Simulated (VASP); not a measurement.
# AsRhBr6 (P4/mmm) in VASP: a series of runs

Aim: see how the results for AsRhBr6 move with the level of theory and the settings. Levels: PBEsol, r2SCAN+rVV10. Tasks: single point.

Program: VASP 6.6.1. These are calculated values, not measurements. Logs are shortened: lines on timing, memory, paths and dates and some standing lists are left out, and cuts for length are marked.

### 1 The cell of the first run

It takes space group P4/mmm (No. 123, tetragonal). The conventional cell has a = 4.999 Å, b = 4.999 Å, c = 6.883 Å, α = 90.00°, β = 90.00°, γ = 90.00°. As (site symmetry 4/mmm) has 12 Br at 3.08 to 3.53 Å and 2 Rh at 3.44 Å within 4.1 Å. Within 3.9 Å of Rh (site symmetry 4/mmm) lie 12 Br at 2.99 to 3.53 Å and 2 As at 3.44 Å. Within 3.9 Å of Br (site symmetry 4/mmm) lie 10 Br at 2.99 to 3.44 Å and 4 Rh at 3.53 Å. Within 4.1 Å of Br (site symmetry 4/mmm) lie 10 Br at 3.08 to 3.44 Å and 4 As at 3.53 Å. Within 3.9 Å of Br (site symmetry 2mm) lie 2 Rh at 2.99 Å and 10 Br at 2.99 to 3.61 Å and 2 As at 3.08 Å.

### 2 Single point, PBEsol

The input, INCAR:

```
SYSTEM = AsRhBr6
  ALGO = Normal
  EDIFF = 1E-7
  ENCUT = 520
  GGA = PS
  ISIF = 2
  ISMEAR = -1
  LASPH = .True.
  LCHARG = .False.
  LREAL = .False.
  LWAVE = .False.
  NBANDS = 41
  NELM = 60
  PREC = Accurate
  SIGMA = 0.03
```

The input, KPOINTS:

```
k-points
0
Gamma
  4 4 2
  0 0 0
```

The input, POSCAR:

```
AsRhBr6
1.0
    4.9990463371      0.0000000000      0.0000000000
    0.0000000000      4.9990463371      0.0000000000
    0.0000000000      0.0000000000      6.8825105102
As Rh Br
1 1 6
Direct
    0.0000000000      0.0000000000      0.5000000000
    0.0000000000      0.0000000000      0.0000000000
    0.5000000000      0.5000000000      0.0000000000
    0.5000000000      0.5000000000      0.5000000000
    0.5000000000      0.0000000000      0.2380182017
    0.5000000000      0.0000000000      0.7619817983
    0.0000000000      0.5000000000      0.2380182017
    0.0000000000      0.5000000000      0.7619817983
```

Potentials or basis: VASP PAW PBE potentials, release 64 (As, Rh_pv, Br).

The run is started by

```bash
> cat potpaw_PBE.64/As/POTCAR potpaw_PBE.64/Rh_pv/POTCAR potpaw_PBE.64/Br/POTCAR > POTCAR
> mpirun -np 1 vasp_std > vasp.out
```

OUTCAR:

```text
SYSTEM = AsRhBr6
   EDIFF = 1E-7
   ENCUT = 520
   GGA = PS
   ISIF = 2
   ISMEAR = -1
   LASPH = .True.
   LREAL = .False.
   NELM = 60
   PREC = Accurate

 ion  position               nearest neighbor table
   1  0.000  0.000  0.500-
   2  0.000  0.000  0.000-   5 2.99   6 2.99   7 2.99   8 2.99   7 2.99   8 2.99   5 2.99   6 2.99

   3  0.500  0.500  0.000-
   4  0.500  0.500  0.500-
   5  0.500  0.000  0.238-   2 2.99   2 2.99
   6  0.500  0.000  0.762-   2 2.99   2 2.99
   7  0.000  0.500  0.238-   2 2.99   2 2.99
   8  0.000  0.500  0.762-   2 2.99   2 2.99

  LATTYP: Found a simple tetragonal cell.
 ALAT       =     4.9990463371
 C/A-ratio  =     1.3767646959

  Lattice vectors:

 A1 = (   4.9990463371,   0.0000000000,   0.0000000000)
 A2 = (   0.0000000000,   4.9990463371,   0.0000000000)
 A3 = (   0.0000000000,   0.0000000000,   6.8825105102)

Analysis of symmetry for initial positions (statically):
=====================================================================
 Subroutine PRICEL returns:
 Original cell was already a primitive cell.

 Routine SETGRP: Setting up the symmetry group for a
 simple tetragonal supercell.

 Subroutine GETGRP returns: Found 16 space group operations
 (whereof 16 operations were pure point group operations)
 out of a pool of 16 trial point group operations.

The static configuration has the point symmetry D_4h.

Analysis of symmetry for dynamics (positions and initial velocities):
=====================================================================
 Subroutine PRICEL returns:
 Original cell was already a primitive cell.

 Routine SETGRP: Setting up the symmetry group for a
 simple tetragonal supercell.

 Subroutine GETGRP returns: Found 16 space group operations
 (whereof 16 operations were pure point group operations)
 out of a pool of 16 trial point group operations.

The dynamic configuration has the point symmetry D_4h.

 Subroutine INISYM returns: Found 16 space group operations
 (whereof 16 operations are pure point group operations),
 and found     1 'primitive' translations

----------------------------------------------------------------------------------------

                                     Primitive cell

  volume of cell :     171.9971

  direct lattice vectors                    reciprocal lattice vectors
     4.999046337  0.000000000  0.000000000     0.200038154  0.000000000  0.000000000
     0.000000000  4.999046337  0.000000000     0.000000000  0.200038154  0.000000000
     0.000000000  0.000000000  6.882510510     0.000000000  0.000000000  0.145295819

  length of vectors
     4.999046337  4.999046337  6.882510510     0.200038154  0.200038154  0.145295819

  position of ions in fractional coordinates (direct lattice)
     0.000000000  0.000000000  0.500000000
     0.000000000  0.000000000  0.000000000
     0.500000000  0.500000000  0.000000000
     0.500000000  0.500000000  0.500000000
     0.500000000  0.000000000  0.238018202
     0.500000000  0.000000000  0.761981798
     0.000000000  0.500000000  0.238018202
     0.000000000  0.500000000  0.761981798

  ion indices of the primitive-cell ions
   primitive index   ion index
                 1           1
                 2           2
                 3           3
                 4           4
                 5           5
                 6           6
                 7           7
                 8           8

----------------------------------------------------------------------------------------

 KPOINTS: k-points

Automatic generation of k-mesh.
 Grid dimensions read from file:
 generate k-points for:    4    4    2

 Generating k-lattice:

  Cartesian coordinates                     Fractional coordinates (reciprocal lattice)
     0.050009538  0.000000000  0.000000000     0.250000000  0.000000000  0.000000000
     0.000000000  0.050009538  0.000000000     0.000000000  0.250000000  0.000000000
     0.000000000  0.000000000  0.072647909     0.000000000  0.000000000  0.500000000

  Length of vectors
     0.050009538  0.050009538  0.072647909

  Shift w.r.t. Gamma in fractional coordinates (k-lattice)
     0.000000000  0.000000000  0.000000000

 Subroutine IBZKPT returns following result:
 ===========================================

 Found     12 irreducible k-points:

 Following reciprocal coordinates:
            Coordinates               Weight
  0.000000  0.000000  0.000000      1.000000
  0.250000  0.000000  0.000000      4.000000
  0.500000  0.000000  0.000000      2.000000
  0.250000  0.250000  0.000000      4.000000
  0.500000  0.250000  0.000000      4.000000
  0.500000  0.500000  0.000000      1.000000
  0.000000  0.000000  0.500000      1.000000
  0.250000  0.000000  0.500000      4.000000
  0.500000  0.000000  0.500000      2.000000
  0.250000  0.250000  0.500000      4.000000
  0.500000  0.250000  0.500000      4.000000
  0.500000  0.500000  0.500000      1.000000
   k-points           NKPTS =     12   k-points in BZ     NKDIM =     12   number of bands    NBANDS=     41
   number of dos      NEDOS =    301   number of ions     NIONS =      8
   total plane-waves  NPLWV =  86400
   dimension x,y,z NGX =    40 NGY =   40 NGZ =   54
   dimension x,y,z NGXF=    80 NGYF=   80 NGZF=  108
   ions per type =               1   1   6
   NGX,Y,Z   is equivalent  to a cutoff of  13.30, 13.30, 13.04 a.u.
   NGXF,Y,Z  is equivalent  to a cutoff of  26.60, 26.60, 26.09 a.u.
 SYSTEM =  AsRhBr6
   PREC   = accura    normal or accurate (medium, high low for compatibility)
   ISTART =      0    job   : 0-new  1-cont  2-samecut
   ICHARG =      2    charge: 1-file 2-atom 10-const
   ISPIN  =      1    spin polarized calculation?
   LNONCOLLINEAR =      F non collinear calculations
   LSORBIT =      F    spin-orbit coupling
   LASPH  =      T    aspherical Exc in radial PAW
   ENCUT  =  520.0 eV  38.22 Ry    6.18 a.u.   9.29  9.29 12.80*2*pi/ulx,y,z
   NELM   =     60;   NELMIN=  2; NELMDL= -5     # of ELM steps
   EDIFF  = 0.1E-06   stopping-criterion for ELM
   LREAL  =      F    real-space projection
   EDIFFG = 0.1E-05   stopping-criterion for IOM
   NSW    =      0    number of steps for IOM
   IBRION =     -1    ionic relax: 0-MD 1-quasi-New 2-CG
   NFREE  =      0    steps in history (QN), initial steepest desc. (CG)
   ISIF   =      2    stress and relaxation
   ISYM   =      2    0-nonsym 1-usesym 2-fastsym
   POTIM  = 0.5000    time-step for ionic-motion
   TEBEG  =    0.0;   TEEND  =   0.0 temperature during run
   PSTRESS=    0.0 pullay stress
   NELECT =      62.0000    total number of electrons
   NUPDOWN=      -1.0000    fix difference up-down
   EMIN   =  10.00;   EMAX   =-10.00  energy-range for DOS
   EFERMI =   0.00;   METHOD = LEGACY
   ISMEAR =    -1;   SIGMA  =   0.03  broadening in eV -4-tet -1-fermi 0-gaus
   EFERMI_NEDOS =   21; number of points for ismear=-14 and -15
   IALGO  =     38    algorithm
   IMIX   =      4    mixing-type and parameters
     AMIX     =   0.40;   BMIX     =  1.00
     AMIX_MAG =   1.60;   BMIX_MAG =  1.00
  volume/ion in A,a.u.               =      21.50       145.09
  Fermi-wavevector in a.u.,A,eV,Ry     =   1.165105  2.201729 18.469490  1.357469
  Thomas-Fermi vector in A             =   2.301635
   LORBIT       =      0    0 simple, 1 ext, 2 COOP (PROOUT), +10 PAW based schemes
   GGA     = PS    functional components
   LHFCALC =     F    Hartree Fock is set to
   AEXX    =    0.0000 exact exchange contribution
   IVDW    =     0    specifies the selected vdW correction
   LEPSILON=     F    determine dielectric tensor
   LRPA    =     F    only Hartree local field effects (RPA)
 non-spin polarized calculation
  energy-cutoff  :      520.00
  volume of cell :      172.00
 maximum number of plane-waves:      4666
 NGX is ok and might be reduce to    40
   NGX = 19   NGY = 19   NGZ = 25

 number of electron      61.9999985 magnetization

 Free energy of the ion-electron system (eV)
  ---------------------------------------------------
  ext. energy  EPLUGINS =         0.00000000
  ---------------------------------------------------
  free energy    TOTEN  =       -19.07687376 eV

  energy without entropy =      -19.04557439  energy(sigma->0) =      -19.06122408

 E-fermi :   4.5111     XC(G=0): -10.5687

 val. band max:        4.5081644971   @ k =   0.0000   0.0000   0.5000
 cond. band min:       4.5114513939   @ k =   0.5000   0.2500   0.5000
 fundamental gap:      0.0032868967
 Fermi energy:         4.5111028078

 k-point     1 :       0.0000    0.0000    0.0000
  band No.  band energies     occupation
      1     -40.9415      2.00000
      2     -40.7417      2.00000
      3     -40.7417      2.00000
      4     -12.1720      2.00000
      5     -10.8132      2.00000
      6     -10.4907      2.00000
[... 33 lines left out ...]
     40      11.7715      0.00000
     41      12.1034      0.00000

 k-point     2 :       0.2500    0.0000    0.0000
  band No.  band energies     occupation
      1     -40.9415      2.00000
      2     -40.7418      2.00000
      3     -40.7417      2.00000
      4     -11.9620      2.00000
      5     -10.6984      2.00000
      6     -10.6644      2.00000
[... 33 lines left out ...]
     40      11.5270      0.00000
     41      12.2314      0.00000

 k-point     3 :       0.5000    0.0000    0.0000
  band No.  band energies     occupation
      1     -40.9415      2.00000
      2     -40.7419      2.00000
      3     -40.7417      2.00000
      4     -11.5886      2.00000
      5     -11.0464      2.00000
      6     -10.4313      2.00000
[... 33 lines left out ...]
     40      12.5444      0.00000
     41      12.6898      0.00000

 k-point     4 :       0.2500    0.2500    0.0000
  band No.  band energies     occupation
      1     -40.9414      2.00000
      2     -40.7418      2.00000
      3     -40.7418      2.00000
      4     -11.7535      2.00000
      5     -10.7182      2.00000
      6     -10.6087      2.00000
[... 33 lines left out ...]
     40      11.4630      0.00000
     41      11.7557      0.00000

 k-point     5 :       0.5000    0.2500    0.0000
  band No.  band energies     occupation
      1     -40.9414      2.00000
      2     -40.7419      2.00000
      3     -40.7418      2.00000
      4     -11.3670      2.00000
      5     -10.9862      2.00000
      6     -10.4065      2.00000
[... 33 lines left out ...]
     40      11.8365      0.00000
     41      12.1482      0.00000

 k-point     6 :       0.5000    0.5000    0.0000
  band No.  band energies     occupation
      1     -40.9414      2.00000
      2     -40.7419      2.00000
      3     -40.7419      2.00000
      4     -10.9227      2.00000
      5     -10.9227      2.00000
      6     -10.4933      2.00000
[... 33 lines left out ...]
     40      11.7756      0.00000
     41      11.8883      0.00000

 k-point     7 :       0.0000    0.0000    0.5000
  band No.  band energies     occupation
      1     -40.9415      2.00000
      2     -40.7417      2.00000
      3     -40.7417      2.00000
      4     -11.8132      2.00000
      5     -11.5508      2.00000
      6     -10.3520      2.00000
[... 33 lines left out ...]
     40      11.4225      0.00000
     41      11.6382      0.00000

 k-point     8 :       0.2500    0.0000    0.5000
  band No.  band energies     occupation
      1     -40.9415      2.00000
      2     -40.7418      2.00000
      3     -40.7417      2.00000
      4     -11.6293      2.00000
      5     -11.3615      2.00000
      6     -10.4977      2.00000
[... 33 lines left out ...]
     40      11.3006      0.00000
     41      12.1171      0.00000

 k-point     9 :       0.5000    0.0000    0.5000
  band No.  band energies     occupation
      1     -40.9415      2.00000
      2     -40.7419      2.00000
      3     -40.7417      2.00000
      4     -11.3170      2.00000
      5     -10.9912      2.00000
      6     -10.8023      2.00000
[... 33 lines left out ...]
     40      11.7422      0.00000
     41      13.8173      0.00000

 k-point    10 :       0.2500    0.2500    0.5000
  band No.  band energies     occupation
      1     -40.9415      2.00000
      2     -40.7418      2.00000
      3     -40.7418      2.00000
      4     -11.4468      2.00000
      5     -11.1851      2.00000
      6     -10.5529      2.00000
[... 33 lines left out ...]
     40      12.2724      0.00000
     41      12.4582      0.00000

 k-point    11 :       0.5000    0.2500    0.5000
  band No.  band energies     occupation
      1     -40.9414      2.00000
      2     -40.7419      2.00000
      3     -40.7418      2.00000
      4     -11.1215      2.00000
      5     -10.8362      2.00000
      6     -10.7695      2.00000
[... 33 lines left out ...]
     40      11.5846      0.00000
     41      13.0415      0.00000

 k-point    12 :       0.5000    0.5000    0.5000
  band No.  band energies     occupation
      1     -40.9414      2.00000
      2     -40.7419      2.00000
      3     -40.7419      2.00000
      4     -10.7360      2.00000
      5     -10.7360      2.00000
      6     -10.6005      2.00000
[... 33 lines left out ...]
     40      11.0102      0.00000
     41      12.5676      0.00000

------------------------ aborting loop because EDIFF is reached ----------------------------------------

  FORCE on cell =-STRESS in cart. coord.  units (eV):
  Direction    XX          YY          ZZ          XY          YZ          ZX
  --------------------------------------------------------------------------------------
  -------------------------------------------------------------------------------------
  Total        0.0533264      0.0533264      0.0138437      0.0000000      0.0000000      0.0000000
  in kB        0.4967430      0.4967430      0.1289562      0.0000000      0.0000000      0.0000000
  external PRESSURE =       0.3741474 kB  Pullay stress =       0.0000000 kB

 VOLUME and BASIS-vectors are now :
 -----------------------------------------------------------------------------
  energy-cutoff  :      520.00
  volume of cell :      172.00
      direct lattice vectors                 reciprocal lattice vectors
     4.999046337  0.000000000  0.000000000     0.200038154  0.000000000  0.000000000
     0.000000000  4.999046337  0.000000000     0.000000000  0.200038154  0.000000000
     0.000000000  0.000000000  6.882510510     0.000000000  0.000000000  0.145295819

 POSITION                                       TOTAL-FORCE (eV/Angst)
 -----------------------------------------------------------------------------------
      0.00000      0.00000      3.44126         0.000000      0.000000     -0.000000
      0.00000      0.00000      0.00000         0.000000      0.000000     -0.000000
      2.49952      2.49952      0.00000         0.000000      0.000000     -0.000000
      2.49952      2.49952      3.44126         0.000000      0.000000     -0.000000
      2.49952      0.00000      1.63816         0.000000     -0.000000     -0.005255
      2.49952      0.00000      5.24435         0.000000     -0.000000      0.005255
      0.00000      2.49952      1.63816        -0.000000      0.000000     -0.005255
      0.00000      2.49952      5.24435         0.000000      0.000000      0.005255
 -----------------------------------------------------------------------------------
    total drift:                                0.000000      0.000000      0.000000

  FREE ENERGIE OF THE ION-ELECTRON SYSTEM (eV)
  ---------------------------------------------------
  free  energy   TOTEN  =       -19.0768737626 eV

  energy  without entropy=      -19.0455743944  energy(sigma->0) =      -19.06122408
```

Wall time 3.5 min (1 thread of Oxide Virtual Turin-like, shared host); peak memory 0.3 GiB.

What came out:

```yaml
Free_energy: -19.0769 eV
Pressure: 0.0 GPa
Largest_force: 0.005 eV/Å
Band_gap_on_the_k_mesh: zero (bands 31 and 32 overlap by 0.45 eV)
```

Forces in eV/Å, atoms in the order of the input:
```
As   0.000  0.000  0.000
Rh   0.000  0.000  0.000
Br   0.000  0.000  0.000
Br   0.000  0.000  0.000
Br   0.000  0.000 -0.005
Br   0.000  0.000  0.005
Br   0.000  0.000 -0.005
Br   0.000  0.000  0.005
```

Caveat: the k points lie up to 0.46 Å⁻¹ apart; the PAW data sets were made with another functional, which shifts forces and pressure a little.

(Continued in part 2 of 2.)
